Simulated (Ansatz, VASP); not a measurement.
# Two plane-wave programs on Zn

```
Zn
1.0
    -1.46542    1.46542    1.46542
     1.46542   -1.46542    1.46542
     1.46542    1.46542   -1.46542
Zn
1
Cartesian
  0.0000 0.0000 0.0000
```

Alike in both runs: task single point; functional PBEsol; k mesh 16 × 16 × 16; occupations fermi-dirac, width 0.1 eV; no spin polarisation.

|  | VASP | Ansatz |
| --- | --- | --- |
| version | VASP 6.6.1 | Ansatz 0.2.0 |
| potentials or method | VASP PAW PBE potentials, release 64 (Zn), cutoff 520 eV | plane waves (420 eV) with PAW, scalar-relativistic |
| valence electrons in the cell | 12 | 12 |

|  | VASP | Ansatz | Ansatz less VASP |
| --- | --- | --- | --- |
| pressure (GPa) | 15.7 | 15.1 | -0.63 |

VASP's potentials were made for PBE, not for PBEsol, and Ansatz warns of the same on its side.
